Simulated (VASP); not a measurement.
Write the native input for VASP 6.6.1 that does the following.

* Task: single point
* Functional: PBE
* Potentials or basis: VASP PAW PBE potentials, release 64 (Cd, S)
* Cutoff: 520 eV
* k mesh: 7 × 7 × 2
* Occupations: gaussian, width 0.05 eV
* Spin: no spin polarisation
* Dipole correction: no
* Further INCAR settings: ALGO = Normal; EDIFF = 1e-06; NBANDS = 46; ISYM = 0

The structure of CdS lies in POSCAR:

```
CdS
1.0
   -2.0985806452     -3.6348483013      0.0000000000
    2.0985806452     -3.6348483013      0.0000000000
    0.0000000000     -4.8464644017     13.6554617430
Cd S
4 4
Direct
    0.0627811639      0.0627811639      0.9058282541
    0.3961144973      0.3961144973      0.4058282541
    0.2294478306      0.2294478306      0.1558282541
   -0.1038855027     -0.1038855027      0.6558282541
    0.6038855027      0.6038855027      0.0941717459
    0.2705521694      0.2705521694      0.5941717459
    0.1038855027      0.1038855027      0.3441717459
   -0.2294478306     -0.2294478306      0.8441717459
```

One way to write it, as run:

INCAR

```
SYSTEM = CdS
PREC = Accurate
ENCUT = 520
EDIFF = 1E-6
ISMEAR = 0
SIGMA = 0.05
LREAL = .FALSE.
LASPH = .TRUE.
NELM = 60
ALGO = Normal
ISIF = 2
LWAVE = .FALSE.
LCHARG = .FALSE.
GGA = PE
NBANDS = 46
ISYM = 0
```

KPOINTS

```
Automatic mesh
0
G
  7 7 2
  0 0 0
```

Potentials or basis: VASP PAW PBE potentials, release 64 (Cd, S).

Run with:

```bash
$ cat potpaw_PBE.64/Cd/POTCAR potpaw_PBE.64/S/POTCAR > POTCAR
$ mpirun -np 1 vasp_std > vasp.out
```

It gave:

```yaml
Pressure: -0.2 GPa
Largest_force: 0.211 eV/Å
Band_gap_on_the_k_mesh: 0.46 eV, direct
```

It took 9.6 min on 1 thread of AMD EPYC 7R13 Processor (Zen 3), on a shared host, peak memory 0.51 GiB.
